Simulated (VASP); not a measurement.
Here is a VASP 6.6.1 calculation.

Contents of INCAR:

```
SYSTEM = NaLi5
  PREC = Accurate
  ENCUT = 520
  EDIFF = 1E-6
  ISMEAR = 0
  SIGMA = 0.1
  LREAL = .FALSE.
  LASPH = .TRUE.
  NELM = 100
  ALGO = Fast
  ISIF = 2
  LWAVE = .FALSE.
  LCHARG = .FALSE.
  GGA = PE
  NBANDS = 20
```

File KPOINTS:

```
Automatic mesh
0
G
  8 8 8
  0 0 0
```

File POSCAR:

```
NaLi5
1.0
    4.8218466336      0.0000000000      0.0000000000
    0.0000000000      5.9004631648      2.4211868914
    0.0000000000     -5.9004631648      2.4211868914
Na Li
1 5
Direct
    0.0000000000      0.0833590875      0.0833590875
    0.0000000000      0.4104066031      0.7563122102
    0.0000000000      0.7563122102      0.4104066031
    0.5000000000      0.5832815343      0.5832815343
    0.5000000000      0.2610547217      0.9054323756
    0.5000000000      0.9054323756      0.2610547217
```

Potentials or basis: VASP PAW PBE potentials, release 64 (Na_pv, Li_sv).

Run with:

```sh
$ cat potpaw_PBE.64/Na_pv/POTCAR potpaw_PBE.64/Li_sv/POTCAR > POTCAR
$ mpirun -np 1 vasp_std > vasp.out
```

(1) What does it give for the band gap on the k mesh?

Answers

(1) zero (bands 11 and 12 overlap by 2.19 eV).
